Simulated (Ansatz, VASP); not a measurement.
**One calculation of Cu, two programs**

INCAR

```
SYSTEM = Cu
PREC = Accurate ; ENCUT = 520
EDIFF = 1E-6 ; ISMEAR = -1
SIGMA = 0.1 ; LREAL = .FALSE.
LASPH = .TRUE. ; NELM = 80
ALGO = Normal ; ISIF = 2
LWAVE = .FALSE. ; LCHARG = .FALSE.
GGA = PE ; NBANDS = 12
```

Contents of KPOINTS:

```
regular mesh
0
G
  18 18 18
  0 0 0
```

POSCAR

```
Cu
1.0
   -1.4425911822      1.4425911822      1.4425911822
    1.4425911822     -1.4425911822      1.4425911822
    1.4425911822      1.4425911822     -1.4425911822
Cu
1
Direct
    0.0000000000      0.0000000000      0.0000000000
```

Input for Ansatz:

```yaml
crystal:
  lattice:
    - [-1.4425911822, 1.4425911822, 1.4425911822]
    - [1.4425911822, -1.4425911822, 1.4425911822]
    - [1.4425911822, 1.4425911822, -1.4425911822]
  atoms:
    - { symbol: Cu, position: [0.0, 0.0, 0.0] }
kpoints:
  mp_grid: { grid: [18, 18, 18] }
scf:
  occupations: { method: fermi_dirac, width: 0.1 }
hamiltonian:
  xc: pbe
  pseudopotentials: { kind: nc }
output:
  forces: true
  stress: true
  eigenvalues: true
```

Change from the starting cell: volume scaled by 1, norm-conserving files.

Alike in both runs: task single point; functional PBE; k mesh 18 × 18 × 18; occupations fermi-dirac, width 0.1 eV; no spin polarisation.

|  | VASP | Ansatz |
| --- | --- | --- |
| version | VASP 6.6.1 | Ansatz 0.2.0 |
| potentials or method | VASP PAW PBE potentials, release 64 (Cu) | scalar-relativistic |
| plane-wave cutoff (eV) | 520 | 1252 |
| valence electrons in the cell | 11 | 19 |

```csv
,VASP,Ansatz,Ansatz less VASP
pressure (GPa),0.6,0.0,-0.56
```

VASP's potentials hold 11 valence electrons a cell and Ansatz's 19, so a difference there can come from the potentials and not from the codes.
